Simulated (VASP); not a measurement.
## MnF2: single point with PBE+U

The system is MnF2.

```
Mn F
1.0
     4.87240    0.00000    0.00000
     0.00000    4.87240    0.00000
     0.00000    0.00000    3.33267
Mn F
2 4
Direct
  0.50000 0.50000 0.50000
  0.00000 0.00000 0.00000
  0.69509 0.69509 0.00000
  0.80491 0.19509 0.50000
  0.30491 0.30491 0.00000
  0.19509 0.80491 0.50000
```

```
Program             : VASP 6.6.1
Task                : single point
Functional          : PBE
Potentials or basis : VASP PAW PBE potentials, release 64 (Mn_pv, F)
Cutoff              : 520 eV
k mesh              : 6 × 6 × 8
Occupations         : gaussian, width 0.02 eV
Spin                : collinear spin, ferromagnetic start
Starting moments    : [4.66, 4.66, 0.0, 0.0, 0.0, 0.0] μB
Hubbard terms       : Mn d U = 3.9 eV
```

The pressure is 4.1 GPa. The band gap on the k mesh is 2.41 eV, direct and the net moment is 10.00 μB per cell. The site moments are Mn +4.69; F +0.06 μB and the valence electrons inside the program's atomic spheres are Mn 11.26; F 6.11.

Forces on the atoms (eV/Å):
```
Mn   0.000  0.000  0.000
Mn   0.000  0.000  0.000
F    0.001  0.001  0.000
F   -0.001  0.001  0.000
F   -0.001 -0.001  0.000
F    0.001 -0.001  0.000
```

Stress tensor (GPa, compression positive):
```
4.19 0.00 0.00
0.00 4.19 0.00
0.00 0.00 3.95
```

Levels at points of the mesh, in eV from the valence-band top:
Spin up:
```
           k point  band 28  band 29  band 30  band 31  band 32  band 33  band 34  band 35  band 36  band 37
(0.00, 0.00, 0.00)    -2.18    -1.66    -0.59    -0.59     0.00     2.41     7.78     7.78     9.01    10.77
(0.50, 0.00, 0.00)    -2.10    -0.87    -0.87    -0.73    -0.73     4.77     4.77     9.05     9.05    11.10
(0.50, 0.50, 0.00)    -1.94    -1.28    -1.28    -0.60    -0.60     6.20     6.20     6.87     6.87    13.22
(0.00, 0.00, 0.50)    -1.90    -1.47    -1.47    -1.18    -1.18     6.95     6.95    10.77    10.77    10.91
(0.50, 0.00, 0.50)    -2.17    -1.80    -1.80    -0.31    -0.31     8.13     8.13     8.15     8.15    12.18
(0.50, 0.50, 0.50)    -2.11    -1.49    -1.49    -0.92    -0.92     8.02     8.02     9.19     9.19     9.97
```
Spin down:
| k point | band 18 | band 19 | band 20 | band 21 | band 22 | band 23 | band 24 | band 25 | band 26 | band 27 |
| --- | --- | --- | --- | --- | --- | --- | --- | --- | --- | --- |
| (0.00, 0.00, 0.00) | -4.42 | -3.71 | -3.32 | -3.32 | -3.03 | 3.29 | 4.59 | 5.05 | 5.21 | 5.28 |
| (0.50, 0.00, 0.00) | -4.26 | -4.06 | -4.06 | -3.34 | -3.34 | 4.74 | 4.74 | 5.36 | 5.36 | 5.41 |
| (0.50, 0.50, 0.00) | -4.15 | -3.77 | -3.77 | -3.63 | -3.63 | 4.70 | 4.70 | 5.30 | 5.30 | 5.39 |
| (0.00, 0.00, 0.50) | -4.27 | -3.92 | -3.92 | -3.69 | -3.69 | 5.12 | 5.12 | 5.16 | 5.16 | 5.22 |
| (0.50, 0.00, 0.50) | -4.43 | -3.72 | -3.72 | -3.52 | -3.52 | 4.83 | 4.83 | 5.21 | 5.21 | 5.56 |
| (0.50, 0.50, 0.50) | -4.25 | -3.49 | -3.49 | -3.41 | -3.41 | 5.14 | 5.14 | 5.16 | 5.16 | 5.41 |

Eigenvalues of the final occupation matrices:
```csv
site,spin,trace,eigenvalues
site 1 d,1,4.81,0.95 0.95 0.95 0.98 0.99
site 1 d,2,0.16,0.01 0.01 0.01 0.06 0.06
site 2 d,1,4.81,0.95 0.95 0.95 0.98 0.99
site 2 d,2,0.16,0.01 0.01 0.01 0.06 0.06
```

Run time: 4.1 min on 1 thread of Intel Xeon 6975P-C, on a shared host, peak memory 0.36 GiB.

Caveat: only a ferromagnetic start was run, and an antiferromagnetic order may lie lower in energy. The state reached can hang on the start; a lower one may exist.
